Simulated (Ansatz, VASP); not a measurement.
# Be3Se4: VASP beside Ansatz

```
Be Se
1.0
     3.55758    0.00000    0.00000
     0.00000    3.55758    0.00000
     0.00000    0.00000   11.04686
Be Se
3 4
Direct
  0.00000 0.00000 0.00000
  0.50000 0.50000 0.24179
  0.50000 0.50000 0.75821
  0.50000 0.00000 0.88183
  0.00000 0.50000 0.11817
  0.50000 0.00000 0.35699
  0.00000 0.50000 0.64301
```

Alike in both runs: functional PBE; k mesh 10 × 10 × 4; occupations gaussian, width 0.1 eV; no spin polarisation.

Ansatz relaxed the structure, and its values are those at the end. VASP's run is a single point on that final structure, the one shown.

|  | VASP | Ansatz |
| --- | --- | --- |
| version | VASP 6.6.1 | Ansatz 0.2.0 |
| potentials or method | VASP PAW PBE potentials, release 64 (Be, Se), cutoff 520 eV | scalar-relativistic, plane waves, PAW |
| valence electrons in the cell | 30 | 70 |

```tsv
	VASP	Ansatz	Ansatz less VASP
gap on the k mesh at the Fermi level (eV)	none	none	-
pressure (GPa)	0.1	0.0	-0.14
rms of the force components (eV/Å)	0.005	0.000	-0.0044
```

A gap of «none» marks a metal or a gap that the smearing closes. VASP's potentials hold 30 valence electrons a cell and Ansatz's 70, so a difference there can come from the potentials and not from the codes.
